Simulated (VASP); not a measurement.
# Ir (P6_3/mmc) in VASP: a series of runs, part 2 of 2

VASP 6.6.1. The steps go on from the part before.

## (5) Single point, PBE, non-collinear spin, zero start, spin-orbit coupling

Contents of INCAR:

```
PREC = Accurate ; ENCUT = 500
EDIFF = 1E-6 ; ISMEAR = 0
SIGMA = 0.005 ; LREAL = False
LASPH = True ; NELM = 200
ALGO = Normal ; ISIF = 2
LWAVE = False ; LCHARG = False
LNONCOLLINEAR = True ; MAGMOM = 0 0 0 0 0 0
LORBIT = 11 ; LSORBIT = True
GGA_COMPAT = False ; LORBMOM = True
LMAXMIX = 4 ; GGA = PE
NBANDS = 46
```

Contents of KPOINTS:

```
regular mesh
0
Gamma
  9 9 5
```

Contents of POSCAR:

```
Ir
1.0
    2.7513778946      0.0000000000      0.0000000000
   -1.3756889473      2.3827631521      0.0000000000
    0.0000000000      0.0000000000      4.4622900000
Ir
2
Direct
    0.3333333333      0.6666666667      0.2500000000
    0.6666666667      0.3333333333      0.7500000000
```

Potentials or basis: VASP PAW PBE potentials, release 64 (Ir_sv_GW).

Started as:

```
$ cat potpaw_PBE.64/Ir_sv_GW/POTCAR > POTCAR
$ mpirun -np 1 vasp_ncl > vasp.out
```

OUTCAR:

```text
PREC = Accurate
   ENCUT = 500
   EDIFF = 1E-6
   ISMEAR = 0
   LREAL = False
   LASPH = True
   NELM = 200
   ISIF = 2
   LNONCOLLINEAR = True
   LORBIT = 11
   LSORBIT = True
   GGA = PE

 ion  position               nearest neighbor table
   1  0.333  0.667  0.250-   2 2.74   2 2.74   2 2.74   2 2.74   2 2.74   2 2.74
   2  0.667  0.333  0.750-   1 2.74   1 2.74   1 2.74   1 2.74   1 2.74   1 2.74

  LATTYP: Found a hexagonal cell.
 ALAT       =     2.7513778946
 C/A-ratio  =     1.6218382828

  Lattice vectors:

 A1 = (   2.7513778946,   0.0000000000,   0.0000000000)
 A2 = (  -1.3756889473,   2.3827631521,   0.0000000000)
 A3 = (   0.0000000000,   0.0000000000,   4.4622900000)

Analysis of symmetry for initial positions (statically):
=====================================================================
 Subroutine PRICEL returns:
 Original cell was already a primitive cell.

 Routine SETGRP: Setting up the symmetry group for a
 hexagonal supercell.

 Subroutine GETGRP returns: Found 24 space group operations
 (whereof 12 operations were pure point group operations)
 out of a pool of 24 trial point group operations.

The static configuration has the point symmetry D_3d.
 The point group associated with its full space group is D_6h.

Analysis of symmetry for dynamics (positions and initial velocities):
=====================================================================
 Subroutine PRICEL returns:
 Original cell was already a primitive cell.

 Routine SETGRP: Setting up the symmetry group for a
 hexagonal supercell.

 Subroutine GETGRP returns: Found 24 space group operations
 (whereof 12 operations were pure point group operations)
 out of a pool of 24 trial point group operations.

The dynamic configuration has the point symmetry D_3d.
 The point group associated with its full space group is D_6h.

Analysis of structural, dynamic, and magnetic symmetry:
=====================================================================
 Subroutine PRICEL returns:
 Original cell was already a primitive cell.

 Routine SETGRP: Setting up the symmetry group for a
 hexagonal supercell.

 Subroutine GETGRP returns: Found 24 space group operations
 (whereof 12 operations were pure point group operations)
 out of a pool of 24 trial point group operations.

The overall configuration has the point symmetry D_3d.
 The point group associated with its full space group is D_6h.

 Subroutine INISYM returns: Found 24 space group operations
 (whereof 12 operations are pure point group operations),
 and found     1 'primitive' translations

----------------------------------------------------------------------------------------

                                     Primitive cell

  volume of cell :      29.2542

  direct lattice vectors                    reciprocal lattice vectors
     2.751377895  0.000000000  0.000000000     0.363454254  0.209840411  0.000000000
    -1.375688947  2.382763152  0.000000000     0.000000000  0.419680823  0.000000000
     0.000000000  0.000000000  4.462290000     0.000000000  0.000000000  0.224100182
[... 1329 lines left out ...]
  Total       -0.5104100     -0.5104100     -0.5175321      0.0000000      0.0000000      0.0000000
  in kB      -27.9538004    -27.9538004    -28.3438605      0.0000000      0.0000000      0.0000000
  external PRESSURE =     -28.0838205 kB  Pullay stress =       0.0000000 kB

 VOLUME and BASIS-vectors are now :
 -----------------------------------------------------------------------------
  energy-cutoff  :      500.00
  volume of cell :       29.25
      direct lattice vectors                 reciprocal lattice vectors
     2.751377895  0.000000000  0.000000000     0.363454254  0.209840411  0.000000000
    -1.375688947  2.382763152  0.000000000     0.000000000  0.419680823  0.000000000
     0.000000000  0.000000000  4.462290000     0.000000000  0.000000000  0.224100182

 POSITION                                       TOTAL-FORCE (eV/Angst)
 -----------------------------------------------------------------------------------
     -0.00000      1.58851      1.11557        -0.000000      0.000000      0.000000
      1.37569      0.79425      3.34672         0.000000     -0.000000      0.000000
 -----------------------------------------------------------------------------------
    total drift:                                0.000000     -0.000000      0.000000

  FREE ENERGIE OF THE ION-ELECTRON SYSTEM (eV)
  ---------------------------------------------------
  free  energy   TOTEN  =       -22.7377626641 eV

  energy  without entropy=      -22.7376476216  energy(sigma->0) =      -22.73770514

 orbital moment (x)

 # of ion     p       d       f       tot
 ------------------------------------------------
  1         0.000  -0.000  -0.000  -0.000
  2         0.000   0.000  -0.000   0.000
 ------------------------------------------------
            0.000  -0.000  -0.000  -0.000

 orbital moment (y)

 # of ion     p       d       f       tot
 ------------------------------------------------
  1        -0.000  -0.000  -0.000  -0.000
  2         0.000  -0.000  -0.000  -0.000
 ------------------------------------------------
            0.000  -0.000  -0.000  -0.000

 orbital moment (z)

 # of ion     p       d       f       tot
 ------------------------------------------------
  1         0.000   0.000   0.000   0.000
  2         0.000   0.000   0.000   0.000
 ------------------------------------------------
            0.000   0.000   0.000   0.000

 Spin-Orbit-Coupling matrix elements

 Ion:    1  E_soc:     -4.0427969
 l=   1
     0.0000000    -0.5907862    -0.5907182
    -0.5907862     0.0000000    -0.5907862
    -0.5907182    -0.5907862     0.0000000
 l=   2
     0.0000000    -0.0175407     0.0000000    -0.0175407    -0.0630431
    -0.0175407     0.0000000    -0.0486528    -0.0185727    -0.0175407
     0.0000000    -0.0486528     0.0000000    -0.0486528     0.0000000
    -0.0175407    -0.0185727    -0.0486528     0.0000000    -0.0175407
    -0.0630431    -0.0175407     0.0000000    -0.0175407     0.0000000
 l=   3
     0.0000000    -0.0000005     0.0000000     0.0000000     0.0000000    -0.0000005    -0.0000070
    -0.0000005     0.0000000    -0.0000015     0.0000000    -0.0000015    -0.0000012    -0.0000002
     0.0000000    -0.0000015     0.0000000    -0.0000040    -0.0000001    -0.0000015     0.0000000
     0.0000000     0.0000000    -0.0000040     0.0000000    -0.0000040     0.0000000     0.0000000
     0.0000000    -0.0000015    -0.0000001    -0.0000040     0.0000000    -0.0000015     0.0000000
    -0.0000005    -0.0000012    -0.0000015     0.0000000    -0.0000015     0.0000000    -0.0000002
    -0.0000070    -0.0000002     0.0000000     0.0000000     0.0000000    -0.0000002     0.0000000

 Ion:    2  E_soc:     -4.0427969
 l=   1
     0.0000000    -0.5907862    -0.5907182
    -0.5907862     0.0000000    -0.5907862
    -0.5907182    -0.5907862     0.0000000
 l=   2
     0.0000000    -0.0175407     0.0000000    -0.0175407    -0.0630431
    -0.0175407     0.0000000    -0.0486528    -0.0185727    -0.0175407
     0.0000000    -0.0486528     0.0000000    -0.0486528     0.0000000
    -0.0175407    -0.0185727    -0.0486528     0.0000000    -0.0175407
    -0.0630431    -0.0175407     0.0000000    -0.0175407     0.0000000
 l=   3
     0.0000000    -0.0000005     0.0000000     0.0000000     0.0000000    -0.0000005    -0.0000070
    -0.0000005     0.0000000    -0.0000015     0.0000000    -0.0000015    -0.0000012    -0.0000002
     0.0000000    -0.0000015     0.0000000    -0.0000040    -0.0000001    -0.0000015     0.0000000
     0.0000000     0.0000000    -0.0000040     0.0000000    -0.0000040     0.0000000     0.0000000
     0.0000000    -0.0000015    -0.0000001    -0.0000040     0.0000000    -0.0000015     0.0000000
    -0.0000005    -0.0000012    -0.0000015     0.0000000    -0.0000015     0.0000000    -0.0000002
    -0.0000070    -0.0000002     0.0000000     0.0000000     0.0000000    -0.0000002     0.0000000

 total charge

# of ion       s       p       d       f       tot
--------------------------------------------------
    1        3.839   6.122   6.283   0.022  16.266
    2        3.839   6.122   6.283   0.022  16.266
--------------------------------------------------
tot          7.678  12.243  12.566   0.044  32.532

 magnetization (x)

# of ion       s       p       d       f       tot
--------------------------------------------------
    1       -0.000   0.000   0.000   0.000   0.000
    2        0.000   0.000   0.000   0.000   0.000
--------------------------------------------------
tot         -0.000   0.000   0.000   0.000   0.000

 magnetization (y)

# of ion       s       p       d       f       tot
--------------------------------------------------
    1        0.000   0.000   0.000  -0.000   0.000
    2        0.000   0.000   0.000  -0.000  -0.000
--------------------------------------------------
tot          0.000   0.000   0.000  -0.000   0.000

 magnetization (z)

# of ion       s       p       d       f       tot
--------------------------------------------------
    1        0.000   0.000   0.000   0.000   0.000
    2        0.000   0.000   0.000   0.000   0.000
--------------------------------------------------
tot          0.000   0.000   0.000   0.000   0.000
```

It took 1.7 min on 1 thread of Intel Xeon Platinum 8488C (Sapphire Rapids), shared host; peak memory 0.24 GiB.

Results:

- Free energy: -22.7378 eV
- Pressure: -2.8 GPa
- Net moment: 0.00 μB per cell
- Valence electrons inside the program's atomic spheres: Ir 16.27

Moments on the atoms (μB; x, y, z):
```
Ir  0.00 0.00 0.00
Ir  0.00 0.00 0.00
```

## (6) The runs side by side

| potentials or basis | spin | k mesh | smearing | gap on the mesh (eV) | pressure (GPa) |
| --- | --- | --- | --- | --- | --- |
| VASP PAW PBE potentials, release 64 (Ir) | off | 11 × 11 × 6 | gaussian 0.013 eV | none | -1.0 |
| VASP PAW PBE potentials, release 64 (Ir) | off | 11 × 11 × 6 | gaussian 0.022 eV | none | -1.0 |
| VASP PAW PBE potentials, release 64 (Ir) | off | 11 × 11 × 6 | gaussian 0.024 eV | none | -1.0 |
| VASP PAW PBE potentials, release 64 (Ir_sv_GW) | non-collinear, zero start, SOC | 9 × 9 × 5 | gaussian 0.005 eV | - | -2.8 |

Alike in all rows: task single point; level PBE; cell as given; cutoff (eV) 500.

Caveats: spin-orbit coupling is left out, which moves the levels of the heavy elements (at least some runs).

Absolute energies hang on the potentials; compare differences alone.
